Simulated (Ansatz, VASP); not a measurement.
## Two plane-wave programs on AgW

```
Ag W
1.0
     0.00000    2.63130    2.63130
     2.63130    0.00000    2.63130
     2.63130    2.63130    0.00000
Ag W
1 1
Cartesian
  0.0000 0.0000 0.0000
  2.6313 2.6313 2.6313
```

Alike in both runs: task relaxation of cell and atoms; functional PBE; k mesh 6 × 6 × 6; occupations gaussian, width 0.1 eV; no spin polarisation.

```csv
,VASP,Ansatz
version,VASP 6.6.1,Ansatz 0.2.0
potentials or method,"VASP PAW PBE potentials, release 64 (Ag, W_sv), cutoff 600 eV","scalar-relativistic, plane waves, PAW"
valence electrons in the cell,25,33
```

Ansatz gave:

* gap on the k mesh at the Fermi level, each at its own relaxed structure (eV): none
* relaxed volume (Å³/atom): 19.08
* relaxed length of the cell vector where the two differ most in proportion (Å): 3.779

Estimate VASP's values.

gap on the k mesh at the Fermi level, each at its own relaxed structure (eV): none; relaxed volume (Å³/atom): 19.05; relaxed length of the cell vector where the two differ most in proportion (Å): 3.777.

A gap of «none» marks a metal or a gap that the smearing closes. VASP's potentials hold 25 valence electrons a cell and Ansatz's 33, so a difference there can come from the potentials and not from the codes.

Neither program's run includes spin-orbit coupling.
